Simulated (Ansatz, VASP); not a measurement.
# One calculation of MoS2, two programs

```
Mo S
1.0
     3.16900    0.00000    0.00000
    -1.58450    2.74443    0.00000
     0.00000    0.00000   12.32400
Mo S
2 4
Direct
  0.33333 0.66667 0.25000
  0.66667 0.33333 0.75000
  0.33333 0.66667 0.62300
  0.66667 0.33333 0.12300
  0.33333 0.66667 0.87700
  0.66667 0.33333 0.37700
```

Alike in both runs: task single point; functional PBEsol; k mesh 5 × 5 × 1; no spin polarisation.

|  | VASP | Ansatz |
| --- | --- | --- |
| version | VASP 6.6.1 | Ansatz 0.2.0 |
| potentials or method | VASP PAW PBE potentials, release 64 (Mo_sv, S), cutoff 500 eV | plane waves, PAW |
| occupations | fermi-dirac, width 0.1 eV | fermi-dirac |
| valence electrons in the cell | 52 | 52 |

```tsv
	VASP	Ansatz	Ansatz less VASP
pressure (GPa)	-2.8	-2.8	+0.02
traceless stress, the component that is largest in VASP (GPa)	0.85	0.86	+0.017
```

VASP's potentials were made for PBE, not for PBEsol.

The k mesh is coarse, so the values compare programs but aren't converged.
